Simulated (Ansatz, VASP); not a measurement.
## One calculation of Rb, two programs

Contents of POSCAR:

```
Rb
1.0
   -2.8380414842      2.8380414842      2.8380414842
    2.8380414842     -2.8380414842      2.8380414842
    2.8380414842      2.8380414842     -2.8380414842
Rb
1
Direct
    0.0000000000      0.0000000000      0.0000000000
```

The input INCAR.step1:

```
SYSTEM = Rb
ALGO = Normal ; EDIFF = 1E-4
ENCUT = 520 ; GGA = PE
ISMEAR = 0 ; LASPH = .True.
LCHARG = .False. ; LREAL = .False.
LWAVE = .True. ; NBANDS = 10
NELM = 80 ; PREC = Accurate
SIGMA = 0.1
```

The input INCAR.step2:

```
SYSTEM = Rb
ALGO = Normal ; EDIFF = 1E-6
ENCUT = 520 ; ISIF = 2
ISMEAR = 0 ; ISTART = 1
LASPH = .True. ; LCHARG = .False.
LMIXTAU = .True. ; LREAL = .False.
LWAVE = .False. ; METAGGA = R2SCAN
NBANDS = 10 ; NELM = 80
PREC = Accurate ; SIGMA = 0.1
```

KPOINTS

```
k-points
0
Gamma
  10 10 10
  0 0 0
```

Input for Ansatz:

```yaml
crystal:
  lattice:
    - [-2.8380414842, 2.8380414842, 2.8380414842]
    - [2.8380414842, -2.8380414842, 2.8380414842]
    - [2.8380414842, 2.8380414842, -2.8380414842]
  atoms:
    - { symbol: Rb, position: [0.0, 0.0, 0.0] }
basis:
  ecutwfc: 500
kpoints:
  mp_grid: { grid: [10, 10, 10] }
hamiltonian:
  xc: r2scan
scf:
  occupations: { method: gaussian, width: 0.1 }
output:
  forces: true
  stress: true
  eigenvalues: true
  write_density: true
  write_potential: true
  elf: true
  volumetric_format: npy
```

Alike in both runs: task single point; functional r2SCAN; k mesh 10 × 10 × 10; occupations gaussian, width 0.1 eV; no spin polarisation.

|  | VASP | Ansatz |
| --- | --- | --- |
| version | VASP 6.6.1 | Ansatz 0.2.0 |
| potentials or method | VASP PAW PBE potentials, release 64 (Rb_sv), cutoff 520 eV | scalar-relativistic, plane waves, PAW |
| valence electrons in the cell | 9 | 9 |

```tsv
	VASP	Ansatz	Ansatz less VASP
gap on the k mesh at the Fermi level (eV)	none	none	-
pressure (GPa)	0.1	0.1	-0.01
```

VASP's potentials were made for PBE, not for r2SCAN. A gap of «none» marks a metal or a gap that the smearing closes.
